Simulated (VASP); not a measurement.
Here is a VASP 6.6.1 calculation.

File INCAR:

```
PREC     = Accurate       # precision mode
ENCUT    = 520            # plane-wave cutoff, eV
EDIFF    = 1E-7           # SCF threshold, eV
ISMEAR   = -1             # smearing method
SIGMA    = 0.05           # smearing width, eV
LREAL    = F              # projectors in reciprocal space
LASPH    = T              # aspherical terms in the spheres
NELM     = 60             # most SCF steps
ALGO     = Normal         # electronic algorithm
ISIF     = 2              # what is computed and relaxed
LWAVE    = F              # write WAVECAR
LCHARG   = T              # write CHGCAR
GGA      = PE             # functional
LELF     = T              # ELF
LVHAR    = T            
NBANDS   = 11             # bands
```

KPOINTS

```
Automatic mesh
0
Gamma
  14 14 14
```

File POSCAR:

```
Si
1.0
    0.0000000000      2.7354874751      2.7354874751
    2.7354874751      0.0000000000      2.7354874751
    2.7354874751      2.7354874751      0.0000000000
Si
2
Direct
    0.5000000000      0.5000000000      0.5000000000
    0.7500000000      0.7500000000      0.7500000000
```

Potentials or basis: VASP PAW PBE potentials, release 64 (Si).

Launch:

```bash
$ cat potpaw_PBE.64/Si/POTCAR > POTCAR
$ mpirun -np 1 vasp_std > vasp.out
```

Q: What does it give for the pressure?

A: -0.1 GPa.

Q: Predict the band gap on the k mesh.

A: 0.61 eV, indirect (least direct gap 2.56 eV).

A k mesh can miss the band edges. PBE gaps usually lie below the measured ones, often by a third to a half.
